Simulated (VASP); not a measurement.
Input of a VASP 6.6.1 run:

The input INCAR:

```
SYSTEM = Hf
PREC = Accurate ; ENCUT = 520
EDIFF = 1E-6 ; ISMEAR = -1
SIGMA = 0.05 ; LREAL = .FALSE.
LASPH = .TRUE. ; NELM = 100
ALGO = Fast ; ISIF = 2
LWAVE = .FALSE. ; LCHARG = .FALSE.
GGA = PE ; IVDW = 12
NBANDS = 11
```

File KPOINTS:

```
regular mesh
0
G
  11 11 10
  0 0 0
```

The input POSCAR:

```
Hf
1.0
    0.1192699600      2.3430520200      1.9928205800
    2.3210866400      0.1247983600      1.9872921700
    2.4497549800      2.4661919600     -0.0038699800
Hf
1
Direct
    0.0000000000      0.0000000000      0.0000000000
```

Potentials or basis: VASP PAW PBE potentials, release 64 (Hf_pv).

Command:

```sh
$ cat potpaw_PBE.64/Hf_pv/POTCAR > POTCAR
$ mpirun -np 1 vasp_std > vasp.out
```

(1) What does it give for the band gap on the k mesh?

(2) Estimate the pressure.

(3) What does it give for the dispersion energy per atom?

## Answers

(1) zero (bands 5 and 6 overlap by 1.47 eV).

(2) -0.1 GPa.

(3) -0.466 eV.

Caveat: three body term missing; spin-orbit coupling is left out, which moves the levels of the heavy elements.
